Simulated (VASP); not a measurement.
# Li17H16 (a cell with a defect) in VASP: a series of runs, part 2 of 3

VASP 6.6.1. The steps go on from the part before.

**3. Single point, PBE**

File INCAR:

```
ALGO = Normal
EDIFF = 1E-7
ENCUT = 520
GGA = PE
ISIF = 2
ISMEAR = 0
LASPH = True
LCHARG = False
LREAL = Auto
LWAVE = False
NBANDS = 56
NELM = 60
PREC = Accurate
SIGMA = 0.02
```

File KPOINTS:

```
Automatic mesh
0
Gamma
  2 2 2
  0.5 0.5 0.5
```

File POSCAR:

```
Li17H16
1.0
    4.0071000521     -4.0071000521     -4.0071000521
   -4.0071000521     -4.0071000521      4.0071000521
   -4.0071000521      4.0071000521     -4.0071000521
Li H
17 16
Direct
    0.2576290800      0.7445914655     -0.0000112301
    0.2557887217      0.9999837658      0.7442868811
    0.2442051577      0.2385550617      0.4941866872
    0.0055003618      0.7612743531      0.2555062231
    0.2423570631      0.4923226209      0.2370050629
    1.0641532391      1.0000001118      1.0039632022
    0.0051987721      0.2552814970      0.7628640314
    0.7498749622      0.7447268501      0.5075114106
   -0.0130579470      0.4924032279      0.4923991102
    0.7537757882      1.0002482962      0.3133398177
    0.7461364730      0.3096227905     -0.0035489506
    0.4359706464      0.6899494557      0.6860498775
    0.7500902051      0.5076338184      0.7448279207
    0.4945021273      1.0000029817      0.5057883441
    0.5130504538      0.2554783975      0.2554922479
    0.4947350888      0.5076746209      0.0000424247
    0.7501658209      0.9994047935      0.9993043468
    0.2404704119      0.4904751502      0.7425040456
    0.2392610585      0.7424387865      0.4892551907
    0.2607782402     -0.0000083602      0.2531718666
    0.0017409099      0.5093006098     -0.0000258292
    0.2595542878      0.2520081822      0.0000274513
    0.0076363204      0.7480852639      0.7481654965
    0.0030026702     -0.0000111053      0.5104166288
    0.7500346787      0.5094125361      0.2521045112
   -0.0019570263      0.2459459427      0.2480791563
    0.7521488011      0.7534187968      0.0020563500
    0.7477985229     -0.0001011954      0.7511501986
    0.4923385926      0.4905673615      0.4904917458
    0.7499653018      0.2520418724      0.5093533911
    0.4981693679      0.7481646230      0.2574824653
    0.5021687689      0.0000281999     -0.0021256020
    0.4969278216      0.2574072238      0.7469157149
```

Potentials or basis: VASP PAW PBE potentials, release 64 (Li_sv, H).

The run is started by

```sh
> cat potpaw_PBE.64/Li_sv/POTCAR potpaw_PBE.64/H/POTCAR > POTCAR
> mpirun -np 1 vasp_std > vasp.out
```

OUTCAR:

```text
EDIFF = 1E-7
   ENCUT = 520
   GGA = PE
   ISIF = 2
   ISMEAR = 0
   LASPH = True
   LREAL = Auto
   NELM = 60
   PREC = Accurate

 ion  position               nearest neighbor table
   1  0.258  0.745  1.000-   6 2.55
   2  0.256  1.000  0.744-   6 2.57
   3  0.244  0.239  0.494-  12 2.57
   4  0.006  0.761  0.256-  11 2.57
   5  0.242  0.492  0.237-  12 2.56
   6  0.064  0.000  0.004-  17 2.17   1 2.55  15 2.55   2 2.57
   7  0.005  0.255  0.763-  10 2.56
   8  0.750  0.745  0.508-  10 2.56
   9  0.987  0.492  0.492-  12 2.56
  10  0.754  0.000  0.313-  17 2.17   7 2.56   8 2.56  14 2.57
  11  0.746  0.310  0.996-  17 2.17  16 2.56  13 2.56   4 2.57
  12  0.436  0.690  0.686-  17 2.17   9 2.56   5 2.56   3 2.57
  13  0.750  0.508  0.745-  11 2.56
  14  0.495  0.000  0.506-  10 2.57
  15  0.513  0.255  0.255-   6 2.55
  16  0.495  0.508  0.000-  11 2.56
  17  0.750  0.999  0.999-  28 1.72  27 1.72  32 1.72  26 1.72   6 2.17  12 2.17  11 2.17  10 2.17

  18  0.240  0.490  0.743-
  19  0.239  0.742  0.489-
  20  0.261  1.000  0.253-
  21  0.002  0.509  1.000-
  22  0.260  0.252  0.000-
  23  0.008  0.748  0.748-
  24  0.003  1.000  0.510-
  25  0.750  0.509  0.252-
  26  0.998  0.246  0.248-  17 1.72
  27  0.752  0.753  0.002-  17 1.72
  28  0.748  1.000  0.751-  17 1.72
  29  0.492  0.491  0.490-
  30  0.750  0.252  0.509-
  31  0.498  0.748  0.257-
  32  0.502  0.000  0.998-  17 1.72
  33  0.497  0.257  0.747-

  LATTYP: Found a body centered cubic cell.
 ALAT       =     8.0142001042

  Lattice vectors:

 A1 = (   4.0071000521,  -4.0071000521,  -4.0071000521)
 A2 = (  -4.0071000521,  -4.0071000521,   4.0071000521)
 A3 = (  -4.0071000521,   4.0071000521,  -4.0071000521)

Analysis of symmetry for initial positions (statically):
[... 185 lines left out ...]
     AMIX     =   0.40;   BMIX     =  1.00
     AMIX_MAG =   1.60;   BMIX_MAG =  1.00
  volume/ion in A,a.u.               =       7.80        52.63
  Fermi-wavevector in a.u.,A,eV,Ry     =   1.045321  1.975370 14.867025  1.092696
  Thomas-Fermi vector in A             =   2.180111
   LORBIT       =      0    0 simple, 1 ext, 2 COOP (PROOUT), +10 PAW based schemes
   GGA     = PE    functional components
   LHFCALC =     F    Hartree Fock is set to
   AEXX    =    0.0000 exact exchange contribution
   IVDW    =     0    specifies the selected vdW correction
   LEPSILON=     F    determine dielectric tensor
   LRPA    =     F    only Hartree local field effects (RPA)
 non-spin polarized calculation
 Gauss-broadening in eV      SIGMA  =   0.02
  energy-cutoff  :      520.00
  volume of cell :      257.37
 maximum number of plane-waves:      6927
 NGX is ok and might be reduce to    54
   NGX = 25   NGY = 25   NGZ = 25

 number of electron      66.9999998 magnetization

 Free energy of the ion-electron system (eV)
  ---------------------------------------------------
  ext. energy  EPLUGINS =         0.00000000
  ---------------------------------------------------
  free energy    TOTEN  =       -97.16178548 eV

  energy without entropy =      -97.15432932  energy(sigma->0) =      -97.15805740

 E-fermi :   3.7195     XC(G=0):  -8.6616

 val. band max:        3.7159839323   @ k =   0.2500   0.2500  -0.2500
 cond. band min:       3.8211683308   @ k =   0.2500  -0.2500   0.2500
 fundamental gap:      0.1051843984
 Fermi energy:         3.7195029055

 k-point     1 :       0.2500    0.2500    0.2500
  band No.  band energies     occupation
      1     -44.1799      2.00000
      2     -44.1122      2.00000
      3     -44.1105      2.00000
      4     -44.1090      2.00000
      5     -43.9982      2.00000
      6     -43.8387      2.00000
[... 181 lines left out ...]
     44       6.4253      0.00000
     45       6.6566      0.00000
 [bands above 45 left out]

------------------------ aborting loop because EDIFF is reached ----------------------------------------

  FORCE on cell =-STRESS in cart. coord.  units (eV):
  Direction    XX          YY          ZZ          XY          YZ          ZX
  --------------------------------------------------------------------------------------
  -------------------------------------------------------------------------------------
  Total        4.5202808      4.5478226      4.0201800     -0.0058755      0.0269192     -0.0105191
  in kB       28.1400874     28.3115434     25.0268120     -0.0365767      0.1675801     -0.0654845
  external PRESSURE =      27.1594809 kB  Pullay stress =       0.0000000 kB

 VOLUME and BASIS-vectors are now :
 -----------------------------------------------------------------------------
  energy-cutoff  :      520.00
  volume of cell :      257.37
      direct lattice vectors                 reciprocal lattice vectors
     4.007100052 -4.007100052 -4.007100052     0.000000000 -0.124778517 -0.124778517
    -4.007100052 -4.007100052  4.007100052    -0.124778517 -0.124778517  0.000000000
    -4.007100052  4.007100052 -4.007100052    -0.124778517  0.000000000 -0.124778517

 POSITION                                       TOTAL-FORCE (eV/Angst)
 -----------------------------------------------------------------------------------
     -5.95836     -0.00894     -2.05575         0.005705     -0.009861     -0.011890
     -5.96450     -2.04957     -0.00037         0.013027     -0.013316     -0.015339
     -1.95762      0.04579     -2.00290         0.008994      0.011799      0.015198
     -4.05230     -2.04870      2.00462        -0.011400     -0.008591      0.014422
     -1.95134     -1.99423      0.05193         0.002332      0.009848      0.011737
      0.24119     -0.24119     -0.27295         0.026132     -0.027918      0.011179
[... 25 lines left out ...]
     -1.98646      1.98623     -6.01071        -0.008955      0.010500      0.001784
     -2.03318     -0.02973     -3.95275        -0.004598     -0.004035      0.008115
 -----------------------------------------------------------------------------------
    total drift:                               -0.003530      0.000751     -0.005833

  FREE ENERGIE OF THE ION-ELECTRON SYSTEM (eV)
  ---------------------------------------------------
  free  energy   TOTEN  =       -97.1617854761 eV

  energy  without entropy=      -97.1543293189  energy(sigma->0) =      -97.15805740
```

stdout:

```text
POSCAR found type information on POSCAR LiH
 POSCAR found :  2 types and      33 ions
 scaLAPACK will be used
 LDA part: xc-table for (Slater+PW92), standard interpolation
 POSCAR, INCAR and KPOINTS ok, starting setup
 FFT: planning ... GRIDC
 FFT: planning ... GRID_SOFT
 FFT: planning ... GRID
 WAVECAR not read
 entering main loop
```

Wall time 2.5 min (1 thread of Intel Xeon 6975P-C (Granite Rapids), shared host); peak memory 0.37 GiB.

What came out:

* Free energy: -97.1618 eV
* Largest force: 0.041 eV/Å
* Band gap on the k mesh: zero (an odd number of electrons rules out a gap without spin polarisation)

Forces on the atoms (eV/Å):
```
Li   0.006 -0.010 -0.012
Li   0.013 -0.013 -0.015
Li   0.009  0.012  0.015
Li  -0.011 -0.009  0.014
Li   0.002  0.010  0.012
Li   0.026 -0.028  0.011
Li  -0.002  0.009 -0.009
Li  -0.010  0.002 -0.009
Li   0.007  0.002  0.008
Li  -0.025  0.027  0.005
Li  -0.028 -0.027 -0.006
Li   0.026  0.030 -0.009
Li  -0.010  0.000  0.011
Li  -0.009  0.009 -0.014
Li   0.009 -0.006 -0.011
Li  -0.001 -0.007  0.008
Li  -0.004 -0.002 -0.004
H   -0.008 -0.009  0.001
H    0.004  0.004  0.007
H    0.004 -0.004 -0.007
H    0.009  0.006 -0.001
H   -0.008  0.009  0.000
H   -0.008  0.007  0.000
H   -0.004  0.004 -0.009
H    0.007  0.008  0.002
H   -0.007 -0.009  0.000
H    0.008  0.007  0.001
H    0.008 -0.008 -0.002
H   -0.007 -0.008  0.000
H    0.007 -0.008 -0.001
H    0.009 -0.006  0.001
H   -0.009  0.011  0.002
H   -0.005 -0.004  0.008
```

Caveat: the k points lie up to 0.55 Å⁻¹ apart, too coarse for converged energies and pressures of a metal; the cutoff is under 1.25 times the usual one of these potentials, so pressure, stress and relaxed cells hold a basis-set (Pulay) error; an odd number of electrons without spin polarisation forces a metal; a magnetic or distorted state may lie lower.

(Continued in part 3 of 3.)

The gap in the log of VASP goes by the Fermi energy; the results here count the filled bands.